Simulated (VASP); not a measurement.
Na: single point with PBE

The system is Na.

```
Na
1.0
    -2.09856    2.09856    2.09856
     2.09856   -2.09856    2.09856
     2.09856    2.09856   -2.09856
Na
1
Direct
  0.00000 0.00000 0.00000
```

```yaml
Program: VASP 6.6.1
Task: single point
Functional: PBE
Potentials_or_basis: VASP PAW PBE potentials, release 64 (Na_pv)
Cutoff: 520 eV
k_mesh: 11 × 11 × 11
Occupations: fermi-dirac, width 0.03 eV
Spin: no spin polarisation
```

| Quantity | Value |
| --- | --- |
| Pressure | 0.0 GPa |
| Band gap on the k mesh | zero (an odd number of electrons rules out a gap without spin polarisation) |

Levels at points of the mesh, in eV from the Fermi level:
```tsv
k point	band 1	band 2	band 3	band 4	band 5	band 6	band 7
(0.00, 0.00, 0.00)	-24.91	-24.91	-24.91	-3.29	11.74	11.74	11.74
```

Wall time 20 s on 1 thread of Intel Xeon 8259CL, on a shared host, peak memory 0.16 GiB.
